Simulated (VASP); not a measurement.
SiC2: single point with PBE

Crystal: SiC2.

```
Si C
1.0
     1.45604    0.84064    3.64028
    -1.45604    0.84064    3.64028
     0.00000   -1.68129    3.64028
Si C
1 2
Direct
  0.00000 0.00000 0.00000
  0.43817 0.43817 0.43817
  0.56183 0.56183 0.56183
```

The cell was built from a structure type or drawn by symmetry, and may not be a known phase.

```
Program             : VASP 6.6.1
Task                : single point
Functional          : PBE
Potentials or basis : VASP PAW PBE potentials, release 64 (Si, C)
Cutoff              : 520 eV
k mesh              : 6 × 6 × 6
Occupations         : gaussian, width 0.1 eV
Spin                : no spin polarisation
```

* Pressure: 0.2 GPa
* Largest force: 0.062 eV/Å
* Band gap on the k mesh: zero (bands 6 and 7 overlap by 4.40 eV)

Forces in eV/Å, atoms in the order of the input:
```
Si   0.000  0.000  0.000
C    0.000  0.000 -0.062
C    0.000  0.000  0.062
```

Stress tensor (GPa, compression positive):
```
0.09 0.00 0.00
0.00 0.09 0.00
0.00 0.00 0.50
```

Levels at points of the mesh, in eV from the Fermi level:
```
           k point  band 4  band 5  band 6  band 7  band 8  band 9
(0.00, 0.00, 0.00)   -0.98   -0.98    2.87    2.87    7.43    8.27
(0.50, 0.00, 0.00)   -5.79   -1.93   -1.75   -0.38    4.05    6.72
(0.50, 0.50, 0.00)   -6.73   -3.54   -1.68    3.53    4.49    8.37
(0.50, 0.50, 0.50)   -1.40   -1.40    3.26    3.26    6.73    7.95
```

Wall time 19 s on 1 thread of Intel Xeon 8259CL, with other jobs on the host, peak memory 0.16 GiB.

Caveat: the k points lie up to 0.43 Å⁻¹ apart, too coarse for converged energies and pressures of a metal.
